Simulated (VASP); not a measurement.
TaSi2, 9 atoms in the cell. Symmetry: P6_222, No. 180, hexagonal system. The conventional cell has a = 4.780 Å, b = 4.780 Å, c = 6.564 Å, α = 90.00°, β = 90.00°, γ = 120.00°. Within 3.4 Å of Ta (site symmetry 222) lie 10 Si at 2.59 to 2.76 Å and 4 Ta at 3.24 Å. Within 3.4 Å of Si (site symmetry 2) lie 9 Si at 2.59 to 3.24 Å and 5 Ta at 2.59 to 2.76 Å. 

* Program: VASP 6.6.1
* Task: single point
* Functional: r2SCAN
* Potentials or basis: VASP PAW PBE potentials, release 64 (Ta_pv, Si)
* Cutoff: 520 eV
* k mesh: 5 × 5 × 3
* Occupations: fermi-dirac, width 0.05 eV
* Spin: no spin polarisation
* Hubbard terms: Ta d U = 4.0 eV
* Dipole correction: no
* Further INCAR settings: ALGO = Normal; EDIFF = 1e-06; NBANDS = 38

Potentials or basis: VASP PAW PBE potentials, release 64 (Ta_pv, Si).

Launch:

```console
$ cat potpaw_PBE.64/Ta_pv/POTCAR potpaw_PBE.64/Si/POTCAR > POTCAR
$ cp INCAR.step1 INCAR
$ mpirun -np 1 vasp_std > vasp.out
$ cp INCAR.step2 INCAR
$ mpirun -np 1 vasp_std > vasp.out
```

Hardware: 1 thread of Intel(R) Xeon(R) 6975P-C (Granite Rapids), with other jobs on the host.

Question: How long does it take, and how much memory?

Answer: Run time: 92 s on 1 thread of Intel(R) Xeon(R) 6975P-C (Granite Rapids) (shared host), peak memory 0.27 GiB. Counts: k points 10.
